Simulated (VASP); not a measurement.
# Pb (P6_3/mmc) in VASP: notebook

Pb is run at these levels: LDA, r2SCAN; tasks: single point.

All numbers are computed with VASP 6.6.1; they aren't measurements. Logs are shortened: lines on timing, memory, paths and dates and some standing lists are left out, and cuts for length are marked.

## Step 1: The cell of the first run

It takes space group P6_3/mmc (No. 194, hexagonal). The conventional cell has a = 3.524 Å, b = 3.524 Å, c = 11.495 Å, α = 90.00°, β = 90.00°, γ = 120.00°. Pb (site symmetry -6m2) has 12 Pb at 3.52 Å within 4.6 Å. Within 4.6 Å of Pb (site symmetry -3m) lie 12 Pb at 3.52 Å.

This isn't the form of Pb at room conditions, which is fcc.

## Step 2: Single point, LDA, non-collinear spin, zero start, spin-orbit coupling

INCAR reads:

```
SYSTEM = Pb
PREC = Accurate ; ENCUT = 520
EDIFF = 1E-7 ; ISMEAR = 1
SIGMA = 0.025 ; LREAL = .False.
LASPH = .True. ; NELM = 150
ALGO = Normal ; ISIF = 2
LWAVE = .False. ; LCHARG = .False.
LNONCOLLINEAR = .True. ; MAGMOM = 0 0 0 0 0 0 0 0 0 0 0 0
LORBIT = 11 ; LSORBIT = .True.
GGA_COMPAT = .False. ; LORBMOM = .True.
NBANDS = 70
```

KPOINTS reads:

```
regular mesh
0
Gamma
  7 7 2
  0 0 0
```

POSCAR reads:

```
Pb
1.0
    3.5243661423      0.0000000000      0.0000000000
   -1.7621830712      3.0521906115      0.0000000000
    0.0000000000      0.0000000000     11.4952418100
Pb
4
Direct
    0.6666666667      0.3333333333      0.7500000000
    0.0000000000      0.0000000000      0.5000000000
    0.3333333333      0.6666666667      0.2500000000
    0.0000000000      0.0000000000      0.0000000000
```

Potentials or basis: VASP PAW LDA potentials, release 64 (Pb_d).

The run is started by

```sh
$ cat potpaw_LDA.64/Pb_d/POTCAR > POTCAR
$ mpirun -np 1 vasp_ncl > vasp.out
```

OUTCAR:

```text
SYSTEM = Pb
   PREC = Accurate
   ENCUT = 520
   EDIFF = 1E-7
   ISMEAR = 1
   LREAL = .False.
   LASPH = .True.
   NELM = 150
   ISIF = 2
   LNONCOLLINEAR = .True.
   LORBIT = 11
   LSORBIT = .True.

 ion  position               nearest neighbor table
   1  0.667  0.333  0.750-   2 3.52   4 3.52   2 3.52   4 3.52   2 3.52   4 3.52
   2  0.000  0.000  0.500-   1 3.52   3 3.52   1 3.52   3 3.52   1 3.52   3 3.52
   3  0.333  0.667  0.250-   2 3.52   4 3.52   2 3.52   4 3.52   2 3.52   4 3.52
   4  0.000  0.000  0.000-   1 3.52   3 3.52   1 3.52   3 3.52   1 3.52   3 3.52

  LATTYP: Found a hexagonal cell.
 ALAT       =     3.5243661423
 C/A-ratio  =     3.2616480087

  Lattice vectors:

 A1 = (   3.5243661423,   0.0000000000,   0.0000000000)
 A2 = (  -1.7621830712,   3.0521906115,   0.0000000000)
 A3 = (   0.0000000000,   0.0000000000,  11.4952418100)

Analysis of symmetry for initial positions (statically):
=====================================================================
 Subroutine PRICEL returns:
 Original cell was already a primitive cell.

 Routine SETGRP: Setting up the symmetry group for a
 hexagonal supercell.

 Subroutine GETGRP returns: Found 24 space group operations
 (whereof 12 operations were pure point group operations)
 out of a pool of 24 trial point group operations.

The static configuration has the point symmetry D_3d.
 The point group associated with its full space group is D_6h.

Analysis of symmetry for dynamics (positions and initial velocities):
=====================================================================
 Subroutine PRICEL returns:
 Original cell was already a primitive cell.

 Routine SETGRP: Setting up the symmetry group for a
 hexagonal supercell.

 Subroutine GETGRP returns: Found 24 space group operations
 (whereof 12 operations were pure point group operations)
 out of a pool of 24 trial point group operations.

The dynamic configuration has the point symmetry D_3d.
 The point group associated with its full space group is D_6h.

Analysis of structural, dynamic, and magnetic symmetry:
=====================================================================
 Subroutine PRICEL returns:
 Original cell was already a primitive cell.

 Routine SETGRP: Setting up the symmetry group for a
 hexagonal supercell.

 Subroutine GETGRP returns: Found 24 space group operations
 (whereof 12 operations were pure point group operations)
 out of a pool of 24 trial point group operations.

The overall configuration has the point symmetry D_3d.
 The point group associated with its full space group is D_6h.

 Subroutine INISYM returns: Found 24 space group operations
 (whereof 12 operations are pure point group operations),
 and found     1 'primitive' translations

[... 1314 lines left out ...]
  ---------------------------------------------------
  free  energy   TOTEN  =       -19.1594772168 eV

  energy  without entropy=      -19.1586594610  energy(sigma->0) =      -19.15920463

 orbital moment (x)

 # of ion     p       d       tot
 ----------------------------------------
  1        -0.000  -0.000  -0.000
  2         0.000  -0.000  -0.000
  3        -0.000  -0.000  -0.000
  4        -0.000   0.000   0.000
 ----------------------------------------
           -0.000  -0.000  -0.000

 orbital moment (y)

 # of ion     p       d       tot
 ----------------------------------------
  1         0.000  -0.000   0.000
  2         0.000   0.000   0.000
  3         0.000   0.000   0.000
  4        -0.000  -0.000  -0.000
 ----------------------------------------
            0.000  -0.000  -0.000

 orbital moment (z)

 # of ion     p       d       tot
 ----------------------------------------
  1         0.000   0.000   0.000
  2         0.000   0.000   0.000
  3         0.000  -0.000   0.000
  4         0.000  -0.000  -0.000
 ----------------------------------------
            0.000   0.000   0.000

 Spin-Orbit-Coupling matrix elements

 Ion:    1  E_soc:     -1.1950577
 l=   1
     0.0000000    -0.1298537    -0.1312531
    -0.1298537     0.0000000    -0.1298537
    -0.1312531    -0.1298537     0.0000000
 l=   2
     0.0000000    -0.0137619     0.0000000    -0.0137619    -0.0550968
    -0.0137619     0.0000000    -0.0413607    -0.0137024    -0.0137619
     0.0000000    -0.0413607     0.0000000    -0.0413607     0.0000000
    -0.0137619    -0.0137024    -0.0413607     0.0000000    -0.0137619
    -0.0550968    -0.0137619     0.0000000    -0.0137619     0.0000000
 l=   3
     0.0000000     0.0000000     0.0000000     0.0000000     0.0000000     0.0000000     0.0000000
     0.0000000     0.0000000     0.0000000     0.0000000     0.0000000     0.0000000     0.0000000
     0.0000000     0.0000000     0.0000000     0.0000000     0.0000000     0.0000000     0.0000000
     0.0000000     0.0000000     0.0000000     0.0000000     0.0000000     0.0000000     0.0000000
[... 49 lines left out ...]
 l=   2
     0.0000000    -0.0137588     0.0000000    -0.0137588    -0.0551120
    -0.0137588     0.0000000    -0.0412768    -0.0135591    -0.0137588
     0.0000000    -0.0412768     0.0000000    -0.0412768     0.0000000
    -0.0137588    -0.0135591    -0.0412768     0.0000000    -0.0137588
    -0.0551120    -0.0137588     0.0000000    -0.0137588     0.0000000
 l=   3
     0.0000000     0.0000000     0.0000000     0.0000000     0.0000000     0.0000000     0.0000000
     0.0000000     0.0000000     0.0000000     0.0000000     0.0000000     0.0000000     0.0000000
     0.0000000     0.0000000     0.0000000     0.0000000     0.0000000     0.0000000     0.0000000
     0.0000000     0.0000000     0.0000000     0.0000000     0.0000000     0.0000000     0.0000000
     0.0000000     0.0000000     0.0000000     0.0000000     0.0000000     0.0000000     0.0000000
     0.0000000     0.0000000     0.0000000     0.0000000     0.0000000     0.0000000     0.0000000
     0.0000000     0.0000000     0.0000000     0.0000000     0.0000000     0.0000000     0.0000000

 total charge

# of ion       s       p       d       tot
------------------------------------------
    1        1.403   0.758   9.805  11.966
    2        1.399   0.760   9.805  11.964
    3        1.403   0.758   9.805  11.966
    4        1.399   0.760   9.805  11.964
--------------------------------------------------
tot          5.605   3.035  39.220  47.860

 magnetization (x)

# of ion       s       p       d       tot
------------------------------------------
    1        0.000   0.000   0.000   0.000
    2        0.000   0.000   0.000   0.000
    3       -0.000  -0.000  -0.000  -0.000
    4        0.000   0.000  -0.000  -0.000
--------------------------------------------------
tot         -0.000   0.000   0.000  -0.000

 magnetization (y)

# of ion       s       p       d       tot
------------------------------------------
    1       -0.000   0.000   0.000   0.000
    2        0.000   0.000   0.000   0.000
    3        0.000   0.000   0.000   0.000
    4       -0.000  -0.000   0.000  -0.000
--------------------------------------------------
tot          0.000  -0.000   0.000   0.000

 magnetization (z)

# of ion       s       p       d       tot
------------------------------------------
    1        0.000   0.000   0.000   0.000
    2        0.000   0.000   0.000   0.000
    3        0.000   0.000   0.000   0.000
    4        0.000   0.000   0.000   0.000
--------------------------------------------------
tot          0.000   0.000   0.000   0.000
```

Run time: 5.9 min. Hardware: 1 thread of Intel Xeon 8259CL, shared host; peak memory 0.48 GiB.

What came out:

| Property | Result |
| --- | --- |
| Free energy | -19.1595 eV |
| Pressure | -2.3 GPa |
| Net moment | 0.00 μB per cell |
| Valence electrons inside the program's atomic spheres | Pb 11.97, 11.96 (each value once) |

Moments on the atoms (μB; x, y, z):
```
Pb  0.00 0.00 0.00
Pb  0.00 0.00 0.00
Pb  0.00 0.00 0.00
Pb  0.00 0.00 0.00
```

## Step 3: Single point, r2SCAN

This run uses another cell than the first one, of 30.30 Å³/atom.

POSCAR reads:

```
Pb
1.0
    3.5007119655      0.0000000000      0.0000000000
   -1.7503559828      3.0317054935      0.0000000000
    0.0000000000      0.0000000000     11.4180902115
Pb
4
Direct
    0.6666666667      0.3333333333      0.7500000000
    0.0000000000      0.0000000000      0.5000000000
    0.3333333333      0.6666666667      0.2500000000
    0.0000000000      0.0000000000      0.0000000000
```

INCAR.step1 reads:

```
  PREC = Accurate
  ENCUT = 520
  ISMEAR = -1
  SIGMA = 0.05
  LREAL = False
  LASPH = True
  NELM = 80
  NBANDS = 36
  GGA = PE
  ALGO = Normal
  EDIFF = 1E-4
  LWAVE = True
  LCHARG = False
```

INCAR.step2 reads:

```
  PREC = Accurate
  ENCUT = 520
  EDIFF = 1E-6
  ISMEAR = -1
  SIGMA = 0.05
  LREAL = False
  LASPH = True
  NELM = 80
  ALGO = Normal
  ISIF = 2
  LWAVE = False
  LCHARG = False
  METAGGA = R2SCAN
  LMIXTAU = True
  NBANDS = 36
  ISTART = 1
```

KPOINTS reads:

```
regular mesh
0
Gamma
  9 9 3
```

Potentials or basis: VASP PAW PBE potentials, release 64 (Pb_d).

The run is started by

```sh
$ cat potpaw_PBE.64/Pb_d/POTCAR > POTCAR
$ cp INCAR.step1 INCAR
$ mpirun -np 1 vasp_std > vasp.out
$ cp INCAR.step2 INCAR
$ mpirun -np 1 vasp_std > vasp.out
```

OUTCAR:

```text
PREC = Accurate
   ENCUT = 520
   EDIFF = 1E-6
   ISMEAR = -1
   LREAL = False
   LASPH = True
   NELM = 80
   ISIF = 2
   METAGGA = R2SCAN
   ISTART = 1

 ion  position               nearest neighbor table
   1  0.667  0.333  0.750-   2 3.50   4 3.50   2 3.50   4 3.50   2 3.50   4 3.50
   2  0.000  0.000  0.500-   1 3.50   3 3.50   1 3.50   3 3.50   1 3.50   3 3.50
   3  0.333  0.667  0.250-   2 3.50   4 3.50   2 3.50   4 3.50   2 3.50   4 3.50
   4  0.000  0.000  0.000-   1 3.50   3 3.50   1 3.50   3 3.50   1 3.50   3 3.50

  LATTYP: Found a hexagonal cell.
 ALAT       =     3.5007119655
 C/A-ratio  =     3.2616480088

  Lattice vectors:

 A1 = (   3.5007119655,   0.0000000000,   0.0000000000)
 A2 = (  -1.7503559828,   3.0317054935,   0.0000000000)
 A3 = (   0.0000000000,   0.0000000000,  11.4180902115)

Analysis of symmetry for initial positions (statically):
=====================================================================
 Subroutine PRICEL returns:
 Original cell was already a primitive cell.

 Routine SETGRP: Setting up the symmetry group for a
 hexagonal supercell.

 Subroutine GETGRP returns: Found 24 space group operations
 (whereof 12 operations were pure point group operations)
 out of a pool of 24 trial point group operations.

The static configuration has the point symmetry D_3d.
 The point group associated with its full space group is D_6h.

Analysis of symmetry for dynamics (positions and initial velocities):
=====================================================================
 Subroutine PRICEL returns:
 Original cell was already a primitive cell.

 Routine SETGRP: Setting up the symmetry group for a
 hexagonal supercell.

 Subroutine GETGRP returns: Found 24 space group operations
 (whereof 12 operations were pure point group operations)
 out of a pool of 24 trial point group operations.

The dynamic configuration has the point symmetry D_3d.
 The point group associated with its full space group is D_6h.

 Subroutine INISYM returns: Found 24 space group operations
 (whereof 12 operations are pure point group operations),
 and found     1 'primitive' translations

----------------------------------------------------------------------------------------

                                     Primitive cell

  volume of cell :     121.1816

  direct lattice vectors                    reciprocal lattice vectors
     3.500711965  0.000000000  0.000000000     0.285656178  0.164923671  0.000000000
    -1.750355983  3.031705494  0.000000000     0.000000000  0.329847342  0.000000000
     0.000000000  0.000000000 11.418090211     0.000000000  0.000000000  0.087580320

  length of vectors
     3.500711965  3.500711966 11.418090211     0.329847342  0.329847342  0.087580320

  position of ions in fractional coordinates (direct lattice)
     0.666666667  0.333333333  0.750000000
     0.000000000  0.000000000  0.500000000
     0.333333333  0.666666667  0.250000000
     0.000000000  0.000000000  0.000000000

  ion indices of the primitive-cell ions
   primitive index   ion index
                 1           1
                 2           2
                 3           3
                 4           4

----------------------------------------------------------------------------------------

 KPOINTS: regular mesh

Automatic generation of k-mesh.
 Grid dimensions read from file:
 generate k-points for:    9    9    3

 Generating k-lattice:

  Cartesian coordinates                     Fractional coordinates (reciprocal lattice)
     0.031739575  0.018324852  0.000000000     0.111111111  0.000000000  0.000000000
     0.000000000  0.036649705  0.000000000     0.000000000  0.111111111  0.000000000
     0.000000000  0.000000000  0.029193440     0.000000000  0.000000000  0.333333333

  Length of vectors
     0.036649705  0.036649705  0.029193440

  Shift w.r.t. Gamma in fractional coordinates (k-lattice)
     0.000000000  0.000000000  0.000000000

 Subroutine IBZKPT returns following result:
 ===========================================

 Found     24 irreducible k-points:

 Following reciprocal coordinates:
            Coordinates               Weight
  0.000000  0.000000  0.000000      1.000000
  0.111111  0.000000  0.000000      6.000000
  0.222222  0.000000  0.000000      6.000000
  0.333333  0.000000  0.000000      6.000000
  0.444444  0.000000  0.000000      6.000000
  0.111111  0.111111  0.000000      6.000000
[... 16 lines left out ...]
  0.333333  0.222222  0.333333     24.000000
  0.333333  0.333333  0.333333      4.000000
   k-points           NKPTS =     24   k-points in BZ     NKDIM =     24   number of bands    NBANDS=     36
   number of dos      NEDOS =    301   number of ions     NIONS =      4
   total plane-waves  NPLWV =  70560
   dimension x,y,z NGX =    28 NGY =   28 NGZ =   90
   dimension x,y,z NGXF=    56 NGYF=   56 NGZF=  180
   ions per type =               4
   NGX,Y,Z   is equivalent  to a cutoff of  13.30, 13.30, 13.10 a.u.
   NGXF,Y,Z  is equivalent  to a cutoff of  26.59, 26.59, 26.21 a.u.
 SYSTEM =  unknown system
   PREC   = accura    normal or accurate (medium, high low for compatibility)
   ISTART =      1    job   : 0-new  1-cont  2-samecut
   ICHARG =      0    charge: 1-file 2-atom 10-const
   ISPIN  =      1    spin polarized calculation?
   LNONCOLLINEAR =      F non collinear calculations
   LSORBIT =      F    spin-orbit coupling
   LASPH  =      T    aspherical Exc in radial PAW
   ENCUT  =  520.0 eV  38.22 Ry    6.18 a.u.   6.51  6.51 21.23*2*pi/ulx,y,z
   NELM   =     80;   NELMIN=  2; NELMDL=  0     # of ELM steps
   EDIFF  = 0.1E-05   stopping-criterion for ELM
   LREAL  =      F    real-space projection
   EDIFFG = 0.1E-04   stopping-criterion for IOM
   NSW    =      0    number of steps for IOM
   IBRION =     -1    ionic relax: 0-MD 1-quasi-New 2-CG
   NFREE  =      0    steps in history (QN), initial steepest desc. (CG)
   ISIF   =      2    stress and relaxation
   ISYM   =      2    0-nonsym 1-usesym 2-fastsym
   POTIM  = 0.5000    time-step for ionic-motion
   TEBEG  =    0.0;   TEEND  =   0.0 temperature during run
   PSTRESS=    0.0 pullay stress
   NELECT =      56.0000    total number of electrons
   NUPDOWN=      -1.0000    fix difference up-down
   EMIN   =  10.00;   EMAX   =-10.00  energy-range for DOS
   EFERMI =   0.00;   METHOD = LEGACY
   ISMEAR =    -1;   SIGMA  =   0.05  broadening in eV -4-tet -1-fermi 0-gaus
   EFERMI_NEDOS =   21; number of points for ismear=-14 and -15
   IALGO  =     38    algorithm
   IMIX   =      4    mixing-type and parameters
     AMIX     =   0.40;   BMIX     =  1.00
     AMIX_MAG =   1.60;   BMIX_MAG =  1.00
  volume/ion in A,a.u.               =      30.30       204.44
  Fermi-wavevector in a.u.,A,eV,Ry     =   1.265684  2.391796 21.795927  1.601955
  Thomas-Fermi vector in A             =   2.398924
   LORBIT       =      0    0 simple, 1 ext, 2 COOP (PROOUT), +10 PAW based schemes
   METAGGA = R2SCAN    functional components
   LHFCALC =     F    Hartree Fock is set to
   AEXX    =    0.0000 exact exchange contribution
   IVDW    =     0    specifies the selected vdW correction
   LEPSILON=     F    determine dielectric tensor
   LRPA    =     F    only Hartree local field effects (RPA)
 non-spin polarized calculation
  energy-cutoff  :      520.00
  volume of cell :      121.18
 maximum number of plane-waves:      3295
 NGX is ok and might be reduce to    28
   NGX = 13   NGY = 13   NGZ = 43

 number of electron      56.0000013 magnetization

 Free energy of the ion-electron system (eV)
  ---------------------------------------------------
  ext. energy  EPLUGINS =         0.00000000
  ---------------------------------------------------
  free energy    TOTEN  =      -225.12961184 eV

  energy without entropy =     -225.12119348  energy(sigma->0) =     -225.12540266

 E-fermi :   7.2245     XC(G=0): -10.9326

 val. band max:        7.1968033641   @ k =   0.3333   0.0000   0.3333
 cond. band min:       7.3929950062   @ k =   0.4444   0.1111   0.0000
 fundamental gap:      0.1961916421
 Fermi energy:         7.2245293502

 k-point     1 :       0.0000    0.0000    0.0000
  band No.  band energies     occupation
      1     -10.5457      2.00000
      2     -10.5335      2.00000
      3     -10.5102      2.00000
      4     -10.5102      2.00000
      5     -10.4888      2.00000
      6     -10.4888      2.00000
[... 925 lines left out ...]
     35      10.3871      0.00000
     36      11.2701      0.00000

------------------------ aborting loop because EDIFF is reached ----------------------------------------

  FORCE on cell =-STRESS in cart. coord.  units (eV):
  Direction    XX          YY          ZZ          XY          YZ          ZX
  --------------------------------------------------------------------------------------
  -------------------------------------------------------------------------------------
  Total        0.6643556      0.6643556      1.1276196     -0.0000000      0.0000000      0.0000000
  in kB        8.7836355      8.7836355     14.9085815     -0.0000000      0.0000000      0.0000000
  external PRESSURE =      10.8252842 kB  Pullay stress =       0.0000000 kB

 VOLUME and BASIS-vectors are now :
 -----------------------------------------------------------------------------
  energy-cutoff  :      520.00
  volume of cell :      121.18
      direct lattice vectors                 reciprocal lattice vectors
     3.500711965  0.000000000  0.000000000     0.285656178  0.164923671  0.000000000
    -1.750355983  3.031705494  0.000000000     0.000000000  0.329847342  0.000000000
     0.000000000  0.000000000 11.418090211     0.000000000  0.000000000  0.087580320

 POSITION                                       TOTAL-FORCE (eV/Angst)
 -----------------------------------------------------------------------------------
      1.75036      1.01057      8.56357         0.000000     -0.000000     -0.000000
      0.00000      0.00000      5.70905         0.000000      0.000000      0.000000
     -0.00000      2.02114      2.85452        -0.000000      0.000000     -0.000000
      0.00000      0.00000      0.00000         0.000000      0.000000      0.000000
 -----------------------------------------------------------------------------------
    total drift:                                0.000000     -0.000000      0.000000

  FREE ENERGIE OF THE ION-ELECTRON SYSTEM (eV)
  ---------------------------------------------------
  free  energy   TOTEN  =      -225.1296118440 eV

  energy  without entropy=     -225.1211934834  energy(sigma->0) =     -225.12540266
```

It took 6.6 min on 1 thread of AMD EPYC 7R13, shared host; peak memory 0.31 GiB.

What came out:

```
Free energy            : -225.1296 eV
Pressure               : 1.1 GPa
Band gap on the k mesh : zero (bands 28 and 29 overlap by 8.08 eV)
```

Levels at points of the mesh, in eV from the Fermi level:
| k point | band 24 | band 25 | band 26 | band 27 | band 28 | band 29 | band 30 | band 31 | band 32 | band 33 |
| --- | --- | --- | --- | --- | --- | --- | --- | --- | --- | --- |
| (0.00, 0.00, 0.00) | -8.46 | -4.37 | 0.85 | 0.85 | 5.79 | 5.79 | 6.62 | 6.62 | 6.70 | 6.70 |

Caveat: the PAW data sets were made with another functional, which shifts forces and pressure a little; spin-orbit coupling is left out, which moves the levels of the heavy elements.

The gap in the log of VASP goes by the Fermi energy; the results here count the filled bands.